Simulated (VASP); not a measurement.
Lu2AlSb2:

```
CELL_PARAMETERS angstrom
0.00000 0.00000 4.41374
4.64210 -3.12304 2.20687
4.64210 3.12304 -2.20687
ATOMIC_POSITIONS crystal
Lu 0.50000 0.71113 0.71113
Lu 0.50000 0.28887 0.28887
Sb 0.78930 0.71070 0.28930
Sb 0.21070 0.28930 0.71070
Al 0.00000 0.00000 0.00000
```

- Program: VASP 6.6.1
- Task: relaxation of cell and atoms
- Functional: PBE
- Dispersion: D4
- Potentials or basis: VASP PAW PBE potentials, release 64 (Lu, Sb, Al)
- Cutoff: 600 eV
- k mesh: 5 × 5 × 5
- Occupations: methfessel-paxton, width 0.0161 eV
- Spin: no spin polarisation

At the start: pressure -2.6 GPa; volume 25.60 Å³/atom.

Task: Where does the relaxation end?

Result: Over 55 steps the energy falls by 309.6 meV/atom and the volume is 23.95 Å³/atom (-6.4 %); space group Immm (No. 71, to 0.1 Å) before and after.

Step by step:
```
step  energy change (eV)  largest force (eV/Å)  pressure (GPa)  volume (Å³)
   1              0.0000                2.4902           -2.59       127.98
   3             -1.0719                1.8444            3.48       115.12
   5             -1.4407                0.6696            0.50       119.05
   7             -1.4248                0.6069            0.18       120.90
   9             -1.5286                0.2398           -0.42       121.05
  11             -1.5412                0.0936            0.47       119.37
  13             -1.5445                0.0539            0.05       120.03
  15             -1.5445                0.0620           -0.09       120.25
  17             -1.5453                0.0109            0.03       119.99
  19             -1.5453                0.0930            0.04       119.85
  21             -1.5463                0.0585            0.01       119.98
  23             -1.5475                0.0517           -0.12       119.96
  25             -1.5476                0.0512           -0.09       119.90
  27             -1.5480                0.0049            0.15       119.53
  29             -1.5482                0.0015            0.02       119.75
  31             -1.5482                0.0003            0.01       119.80
  33             -1.5482                0.0007           -0.07       119.81
  35             -1.5482                0.0006            0.00       119.80
  37             -1.5482                0.0008            0.01       119.80
  39             -1.5482                0.0003            0.00       119.77
  41             -1.5482                0.0000           -0.01       119.76
  43             -1.5482                0.0001            0.01       119.75
  45             -1.5482                0.0003            0.01       119.76
  47             -1.5482                0.0001            0.01       119.77
  49             -1.5482                0.0001           -0.01       119.78
  51             -1.5482                0.0001            0.01       119.78
  53             -1.5482                0.0001           -0.01       119.78
  55             -1.5482                0.0003            0.00       119.75
```

Final structure:
```yaml
crystal:
  lattice:
    - [0.00000, 0.00000, 3.98917]
    - [4.08515, -3.67400, 1.99458]
    - [4.08515, 3.67400, -1.99458]
  atoms:
    - { symbol: Lu, position: [0.50000, 0.71914, 0.71914] }
    - { symbol: Lu, position: [0.50000, 0.28086, 0.28086] }
    - { symbol: Sb, position: [0.78159, 0.71841, 0.28159] }
    - { symbol: Sb, position: [0.21841, 0.28159, 0.71841] }
    - { symbol: Al, position: [0.00000, 0.00000, 0.00000] }
```
